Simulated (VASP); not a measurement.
Runs of VASP 6.6.1 on Mg2ZnTe3. The structure is that of space group I4/mmm (No. 139), or close to it. The cells are those of the table. 

```tsv
cell	gap on the mesh (eV)	pressure (GPa)	largest force (eV/Å)
a = 9.187 Å, angles 154.3, 154.3, 36.7°, 6 atoms	none	3.3	0.03
a = 9.378 Å, angles 154.3, 154.3, 36.7°, 6 atoms	none	(a)	0.01
a = 9.319 Å, angles 154.2, 154.2, 36.8°, 6 atoms	none	0.8	0.05
a = 9.284 Å, angles 154.3, 154.3, 36.7°, 6 atoms	none	1.5	0.01
```

Alike in all rows: task single point; level PBE; potentials or basis VASP PAW PBE potentials, release 64 (Mg, Te, Zn); no spin polarisation; k mesh 8 × 8 × 8; cutoff (eV) 520; smearing fermi-dirac 0.02 eV.

Problem. Estimate the missing entries.

Solution. (a) 0.0.

Caveats: semilocal functionals underestimate gaps, so a narrow gap can read as zero; spin-orbit coupling is left out, which moves the levels of the heavy elements; the cell stands under pressure (at least some runs).

A k mesh can miss the band edges, and the runs leave out spin-orbit coupling on Te.

A gap of «none» marks levels without a gap at the run's occupations.
